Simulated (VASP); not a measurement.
Cu: relaxation of cell and atoms with PBE

The system is Cu.

```
CELL_PARAMETERS angstrom
-1.46150 1.46150 1.36643
1.46150 -1.46150 1.36643
1.46150 1.46150 -1.36643
ATOMIC_POSITIONS crystal
Cu 0.00000 0.00000 0.00000
```

| Property | Result |
| --- | --- |
| Program | VASP 6.6.1 |
| Task | relaxation of cell and atoms |
| Functional | PBE |
| Potentials or basis | VASP PAW PBE potentials, release 64 (Cu) |
| Cutoff | 600 eV |
| k mesh | 20 × 20 × 20 |
| Occupations | gaussian, width 0.1 eV |
| Spin | no spin polarisation |
| Target pressure | 3 GPa |
| Dipole correction | no |
| Further INCAR settings | ALGO = Normal; EDIFF = 1e-07; IBRION = 2; EDIFFG = -0.008; NSW = 70; ISIF = 3 |

* Relaxed volume: 11.81 Å³/atom
* Relaxed cell: a = 2.487 Å, b = 2.487 Å, c = 2.487 Å, α = 107.71°, β = 107.71°, γ = 113.05°
* Space group after relaxing (to 0.1 Å): I4/mmm (No. 139)
* Energy change on relaxing (the run minimises the enthalpy): -3.4 meV/atom
* Ionic steps: 3
* Pressure after relaxing: 3.0 GPa
* Band gap on the k mesh: zero (an odd number of electrons rules out a gap without spin polarisation)

Stress tensor (GPa, compression positive):
```
2.99 0.00 0.00
0.00 2.99 0.00
0.00 0.00 3.07
```

Step by step:
| step | energy change (eV) | largest force (eV/Å) | pressure (GPa) | volume (Å³) |
| --- | --- | --- | --- | --- |
| 1 | 0.0000 | 0.0000 | 4.84 | 11.67 |
| 2 | -0.0047 | 0.0000 | 1.89 | 11.90 |
| 3 | -0.0034 | 0.0000 | 3.02 | 11.81 |

Final structure:
```cif
data_structure
_symmetry_space_group_name_H-M 'P 1'
_symmetry_Int_Tables_number 1
_cell_length_a 2.4874
_cell_length_b 2.4874
_cell_length_c 2.4874
_cell_angle_alpha 107.714
_cell_angle_beta 107.714
_cell_angle_gamma 113.046
_cell_volume 11.81
loop_
_atom_site_label
_atom_site_type_symbol
_atom_site_fract_x
_atom_site_fract_y
_atom_site_fract_z
_atom_site_occupancy
Cu1 Cu 0.00000 0.00000 0.00000 1
```

Levels at points of the mesh, in eV from the Fermi level:
```
           k point  band 4  band 5  band 6  band 7  band 8  band 9
(0.00, 0.00, 0.00)   -3.00   -2.26   -1.97   24.29   24.29   26.15
(0.50, 0.00, 0.00)   -1.86   -1.36   -0.40    4.61   16.95   16.95
(0.50, 0.50, 0.00)   -2.06   -1.40   -0.91    3.88   18.72   18.93
(0.50, 0.50, 0.50)   -1.56   -1.49    7.38    7.38    9.95   12.94
```

It took 3.4 min on 1 thread of Intel Xeon 8259CL, with other jobs on the host, peak memory 0.21 GiB.

Caveat: the cell is relaxed towards a set pressure, so the run minimises the enthalpy, not the energy.
